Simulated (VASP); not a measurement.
# Al (P6_3/mmc) in VASP: notebook, part 3 of 3

VASP 6.6.1. The steps go on from the part before.

## 4. Single point, PBEsol

This run uses another cell than the first one, of 15.94 Å³/atom, 1.080 times its volume.

The input, INCAR:

```
SYSTEM = Al
PREC = Accurate
ENCUT = 520
EDIFF = 1E-6
ISMEAR = 1
SIGMA = 0.05
LREAL = .False.
LASPH = .True.
NELM = 60
ALGO = Normal
ISIF = 2
LWAVE = .False.
LCHARG = .False.
GGA = PS
NBANDS = 10
```

The input, KPOINTS:

```
regular mesh
0
Gamma
  14 14 7
  0 0 0
```

The input, POSCAR:

```
Al
1.0
    2.7950718098      0.0000000000      0.0000000000
   -1.3975359049      2.4206031927      0.0000000000
    0.0000000000      0.0000000000      4.7126690364
Al
2
Direct
    0.6666666667      0.3333333333      0.7500000000
    0.3333333333      0.6666666667      0.2500000000
```

Potentials or basis: VASP PAW PBE potentials, release 64 (Al).

Launch:

```console
$ cat potpaw_PBE.64/Al/POTCAR > POTCAR
$ mpirun -np 1 vasp_std > vasp.out
```

OUTCAR:

```text
SYSTEM = Al
   PREC = Accurate
   ENCUT = 520
   EDIFF = 1E-6
   ISMEAR = 1
   LREAL = .False.
   LASPH = .True.
   NELM = 60
   ISIF = 2
   GGA = PS

 ion  position               nearest neighbor table
   1  0.667  0.333  0.750-   2 2.86   2 2.86   2 2.86   2 2.86   2 2.86   2 2.86
   2  0.333  0.667  0.250-   1 2.86   1 2.86   1 2.86   1 2.86   1 2.86   1 2.86

  LATTYP: Found a hexagonal cell.
 ALAT       =     2.7950718098
 C/A-ratio  =     1.6860636710

  Lattice vectors:

 A1 = (   2.7950718098,   0.0000000000,   0.0000000000)
 A2 = (  -1.3975359049,   2.4206031927,   0.0000000000)
 A3 = (   0.0000000000,   0.0000000000,   4.7126690364)

Analysis of symmetry for initial positions (statically):
=====================================================================
 Subroutine PRICEL returns:
 Original cell was already a primitive cell.

 Routine SETGRP: Setting up the symmetry group for a
 hexagonal supercell.

 Subroutine GETGRP returns: Found 24 space group operations
 (whereof 12 operations were pure point group operations)
 out of a pool of 24 trial point group operations.

The static configuration has the point symmetry D_3d.
 The point group associated with its full space group is D_6h.

Analysis of symmetry for dynamics (positions and initial velocities):
=====================================================================
 Subroutine PRICEL returns:
 Original cell was already a primitive cell.

 Routine SETGRP: Setting up the symmetry group for a
 hexagonal supercell.

 Subroutine GETGRP returns: Found 24 space group operations
 (whereof 12 operations were pure point group operations)
 out of a pool of 24 trial point group operations.

The dynamic configuration has the point symmetry D_3d.
 The point group associated with its full space group is D_6h.

 Subroutine INISYM returns: Found 24 space group operations
 (whereof 12 operations are pure point group operations),
 and found     1 'primitive' translations

----------------------------------------------------------------------------------------

                                     Primitive cell

  volume of cell :      31.8848

  direct lattice vectors                    reciprocal lattice vectors
     2.795071810  0.000000000  0.000000000     0.357772561  0.206560084  0.000000000
    -1.397535905  2.420603193  0.000000000     0.000000000  0.413120169  0.000000000
     0.000000000  0.000000000  4.712669036     0.000000000  0.000000000  0.212193980

  length of vectors
     2.795071810  2.795071810  4.712669036     0.413120169  0.413120169  0.212193980

  position of ions in fractional coordinates (direct lattice)
     0.666666667  0.333333333  0.750000000
     0.333333333  0.666666667  0.250000000

  ion indices of the primitive-cell ions
   primitive index   ion index
                 1           1
                 2           2

----------------------------------------------------------------------------------------

 KPOINTS: regular mesh

Automatic generation of k-mesh.
 Grid dimensions read from file:
 generate k-points for:   14   14    7

 Generating k-lattice:

  Cartesian coordinates                     Fractional coordinates (reciprocal lattice)
     0.025555183  0.014754292  0.000000000     0.071428571  0.000000000  0.000000000
     0.000000000  0.029508583  0.000000000     0.000000000  0.071428571  0.000000000
     0.000000000  0.000000000  0.030313426     0.000000000  0.000000000  0.142857143
[... 40 lines left out ...]
   number of dos      NEDOS =    301   number of ions     NIONS =      2
   total plane-waves  NPLWV =  20736
   dimension x,y,z NGX =    24 NGY =   24 NGZ =   36
   dimension x,y,z NGXF=    48 NGYF=   48 NGZF=   72
   ions per type =               2
   NGX,Y,Z   is equivalent  to a cutoff of  14.27, 14.27, 12.70 a.u.
   NGXF,Y,Z  is equivalent  to a cutoff of  28.55, 28.55, 25.40 a.u.
 SYSTEM =  Al
   PREC   = accura    normal or accurate (medium, high low for compatibility)
   ISTART =      0    job   : 0-new  1-cont  2-samecut
   ICHARG =      2    charge: 1-file 2-atom 10-const
   ISPIN  =      1    spin polarized calculation?
   LNONCOLLINEAR =      F non collinear calculations
   LSORBIT =      F    spin-orbit coupling
   LASPH  =      T    aspherical Exc in radial PAW
   ENCUT  =  520.0 eV  38.22 Ry    6.18 a.u.   5.20  5.20  8.76*2*pi/ulx,y,z
   NELM   =     60;   NELMIN=  2; NELMDL= -5     # of ELM steps
   EDIFF  = 0.1E-05   stopping-criterion for ELM
   LREAL  =      F    real-space projection
   EDIFFG = 0.1E-04   stopping-criterion for IOM
   NSW    =      0    number of steps for IOM
   IBRION =     -1    ionic relax: 0-MD 1-quasi-New 2-CG
   NFREE  =      0    steps in history (QN), initial steepest desc. (CG)
   ISIF   =      2    stress and relaxation
   ISYM   =      2    0-nonsym 1-usesym 2-fastsym
   POTIM  = 0.5000    time-step for ionic-motion
   TEBEG  =    0.0;   TEEND  =   0.0 temperature during run
   PSTRESS=    0.0 pullay stress
   NELECT =       6.0000    total number of electrons
   NUPDOWN=      -1.0000    fix difference up-down
   EMIN   =  10.00;   EMAX   =-10.00  energy-range for DOS
   EFERMI =   0.00;   METHOD = LEGACY
   ISMEAR =     1;   SIGMA  =   0.05  broadening in eV -4-tet -1-fermi 0-gaus
   EFERMI_NEDOS =   21; number of points for ismear=-14 and -15
   IALGO  =     38    algorithm
   IMIX   =      4    mixing-type and parameters
     AMIX     =   0.40;   BMIX     =  1.00
     AMIX_MAG =   1.60;   BMIX_MAG =  1.00
  volume/ion in A,a.u.               =      15.94       107.58
  Fermi-wavevector in a.u.,A,eV,Ry     =   0.938132  1.772813 11.974381  0.880092
  Thomas-Fermi vector in A             =   2.065313
   LORBIT       =      0    0 simple, 1 ext, 2 COOP (PROOUT), +10 PAW based schemes
   GGA     = PS    functional components
   LHFCALC =     F    Hartree Fock is set to
   AEXX    =    0.0000 exact exchange contribution
   IVDW    =     0    specifies the selected vdW correction
   LEPSILON=     F    determine dielectric tensor
   LRPA    =     F    only Hartree local field effects (RPA)
 non-spin polarized calculation
 Methfessel and Paxton  Order N= 1 SIGMA  =   0.05
  energy-cutoff  :      520.00
  volume of cell :       31.88
 maximum number of plane-waves:       881
 NGX is ok and might be reduce to    24
   NGX = 11   NGY = 11   NGZ = 17

 number of electron       6.0000000 magnetization

 Free energy of the ion-electron system (eV)
  ---------------------------------------------------
  ext. energy  EPLUGINS =         0.00000000
  ---------------------------------------------------
  free energy    TOTEN  =        -8.11434367 eV

  energy without entropy =       -8.11420730  energy(sigma->0) =       -8.11429822

 E-fermi :   8.3557     XC(G=0): -10.3834

 val. band max:        8.3259663685   @ k =   0.3571   0.1429   0.0000
 cond. band min:       8.3701327507   @ k =   0.1429   0.0714   0.2857
 fundamental gap:      0.0441663822
 Fermi energy:         8.3557068162

 k-point     1 :       0.0000    0.0000    0.0000
  band No.  band energies     occupation
      1      -3.0599      2.00000
      2       3.4127      2.00000
      3       3.4921      2.00000
      4      19.6887      0.00000
      5      19.6887      0.00000
      6      19.8778      0.00000
      7      19.8778      0.00000
      8      20.1096      0.00000
      9      22.0124      0.00000
     10      23.1124      0.00000
[... 287 lines left out ...]
 k-point    24 :       0.3571    0.2857    0.0000
  band No.  band energies     occupation
      1       4.5180      2.00000
      2       4.5924      2.00000
      3       6.2172      2.00000
      4      10.3144      0.00000
      5      10.4228      0.00000
      6      10.9466      0.00000
      7      11.9774      0.00000
      8      12.8144      0.00000
      9      13.2406      0.00000
     10      25.7176      0.00000

 [... further k-points ...]

------------------------ aborting loop because EDIFF is reached ----------------------------------------

  FORCE on cell =-STRESS in cart. coord.  units (eV):
  Direction    XX          YY          ZZ          XY          YZ          ZX
  --------------------------------------------------------------------------------------
  -------------------------------------------------------------------------------------
  Total        0.4133411      0.4133411      0.4111039      0.0000000     -0.0000000      0.0000000
  in kB       20.7699610     20.7699610     20.6575416      0.0000000     -0.0000000      0.0000000
  external PRESSURE =      20.7324879 kB  Pullay stress =       0.0000000 kB

 VOLUME and BASIS-vectors are now :
 -----------------------------------------------------------------------------
  energy-cutoff  :      520.00
  volume of cell :       31.88
      direct lattice vectors                 reciprocal lattice vectors
     2.795071810  0.000000000  0.000000000     0.357772561  0.206560084  0.000000000
    -1.397535905  2.420603193  0.000000000     0.000000000  0.413120169  0.000000000
     0.000000000  0.000000000  4.712669036     0.000000000  0.000000000  0.212193980

 POSITION                                       TOTAL-FORCE (eV/Angst)
 -----------------------------------------------------------------------------------
      1.39754      0.80687      3.53450        -0.000000      0.000000      0.000000
     -0.00000      1.61374      1.17817         0.000000     -0.000000      0.000000
 -----------------------------------------------------------------------------------
    total drift:                                0.000000     -0.000000      0.000000

  FREE ENERGIE OF THE ION-ELECTRON SYSTEM (eV)
  ---------------------------------------------------
  free  energy   TOTEN  =        -8.1143436725 eV

  energy  without entropy=       -8.1142073046  energy(sigma->0) =       -8.11429822
```

It took 11 s on 1 thread of Intel Xeon Platinum 8488C (Sapphire Rapids), shared host; peak memory 0.16 GiB.

What came out:

| Item | Value |
| --- | --- |
| Free energy | -8.1143 eV |
| Pressure | 2.1 GPa |
| Band gap on the k mesh | zero (band 3 reaches 11.17 eV, above the bottom of band 4 at 5.38 eV) |

Caveat: the PAW data sets were made with another functional, which shifts forces and pressure a little.

## 5. Single point, PBEsol

This run uses another cell than the first one, of 16.33 Å³/atom, 1.106 times its volume.

The input, INCAR:

```
PREC = Accurate
ENCUT = 520
EDIFF = 1E-6
ISMEAR = 1
SIGMA = 0.05
LREAL = False
LASPH = True
NELM = 80
ALGO = Normal
ISIF = 2
LWAVE = False
LCHARG = False
GGA = PS
NBANDS = 10
```

The input, KPOINTS:

```
regular mesh
0
Gamma
  14 14 7
```

The input, POSCAR:

```
Al
1.0
    2.8167665152      0.0000000000      0.0000000000
   -1.4083832576      2.4393913587      0.0000000000
    0.0000000000      0.0000000000      4.7523795980
Al
2
Direct
    0.6666666667      0.3333333333      0.7500000000
    0.3333333333      0.6666666667      0.2500000000
```

Launch:

```console
$ cat potpaw_PBE.64/Al/POTCAR > POTCAR
$ mpirun -np 1 vasp_std > vasp.out
```

Run time: 16 s. Hardware: 1 thread of Intel Xeon Platinum 8488C (Sapphire Rapids), shared host; peak memory 0.15 GiB.

Results (log left out):

- Free energy: -8.1193 eV
- Pressure: 0.0 GPa
- Band gap on the k mesh: zero (band 3 reaches 10.88 eV, above the bottom of band 4 at 5.16 eV)

Levels at points of the mesh, in eV from the Fermi level:
```tsv
k point	band 1	band 2	band 3	band 4	band 5	band 6	band 7	band 8
(0.00, 0.00, 0.00)	-11.24	-4.83	-4.82	11.15	11.15	11.40	11.40	11.64
(0.50, 0.00, 0.00)	-5.23	-5.11	0.57	0.83	1.40	1.53	6.00	7.64
```

Caveat: the PAW data sets were made with another functional, which shifts forces and pressure a little.

## 6. Single point, PBEsol

This run uses another cell than the first one, of 16.76 Å³/atom, 1.136 times its volume.

The input, INCAR:

```
SYSTEM = Al
PREC = Accurate
ENCUT = 520
EDIFF = 1E-6
ISMEAR = 1
SIGMA = 0.05
LREAL = .False.
LASPH = .True.
NELM = 60
ALGO = Normal
ISIF = 2
LWAVE = .False.
LCHARG = .True.
GGA = PS
LELF = .True.
LVHAR = .True.
NBANDS = 10
```

The input, KPOINTS:

```
Automatic mesh
0
Gamma
  14 14 7
  0 0 0
```

The input, POSCAR:

```
Al
1.0
    2.8397260291      0.0000000000      0.0000000000
   -1.4198630146      2.4592748810      0.0000000000
    0.0000000000      0.0000000000      4.7992918423
Al
2
Direct
    0.6666666667      0.3333333333      0.7500000000
    0.3333333333      0.6666666667      0.2500000000
```

Potentials or basis: VASP PAW PBE potentials, release 64 (Al).

Launch:

```console
$ cat potpaw_PBE.64/Al/POTCAR > POTCAR
$ mpirun -np 1 vasp_std > vasp.out
```

It took 21 s on 1 thread of Intel Xeon Platinum 8488C (Sapphire Rapids), shared host; peak memory 0.16 GiB.

The run converged. Its results:

* Free energy: -8.1141 eV
* Pressure: -1.9 GPa
* Band gap on the k mesh: zero (band 3 reaches 10.56 eV, above the bottom of band 4 at 4.94 eV)

Levels at points of the mesh, in eV from the Fermi level:
| k point | band 1 | band 2 | band 3 | band 4 | band 5 | band 6 | band 7 |
| --- | --- | --- | --- | --- | --- | --- | --- |
| (0.00, 0.00, 0.00) | -11.04 | -4.78 | -4.71 | 10.97 | 10.97 | 11.29 | 11.29 |
| (0.50, 0.00, 0.00) | -5.13 | -4.99 | 0.59 | 0.79 | 1.45 | 1.47 | 5.91 |

Caveat: the PAW data sets were made with another functional, which shifts forces and pressure a little.

## 7. Summary

| cell | gap on the mesh (eV) | pressure (GPa) |
| --- | --- | --- |
| a = 2.720, b = 2.720, c = 4.608 Å, angles 90.0, 90.0, 120.0°, 2 atoms | none | 10.1 |
| a = 2.766, b = 2.766, c = 4.662 Å, angles 90.0, 90.0, 120.0°, 2 atoms | none | 5.1 |
| a = 2.795, b = 2.795, c = 4.713 Å, angles 90.0, 90.0, 120.0°, 2 atoms | none | 2.1 |
| a = 2.817, b = 2.817, c = 4.752 Å, angles 90.0, 90.0, 120.0°, 2 atoms | none | 0.0 |
| a = 2.840, b = 2.840, c = 4.799 Å, angles 90.0, 90.0, 120.0°, 2 atoms | none | -1.9 |

Alike in all rows: task single point; level PBEsol; potentials or basis VASP PAW PBE potentials, release 64 (Al); no spin polarisation; k mesh 14 × 14 × 7; cutoff (eV) 520; smearing methfessel-paxton 0.05 eV.

Caveats: the PAW data sets were made with another functional, which shifts forces and pressure a little.

Absolute energies hang on the potentials; compare differences alone.
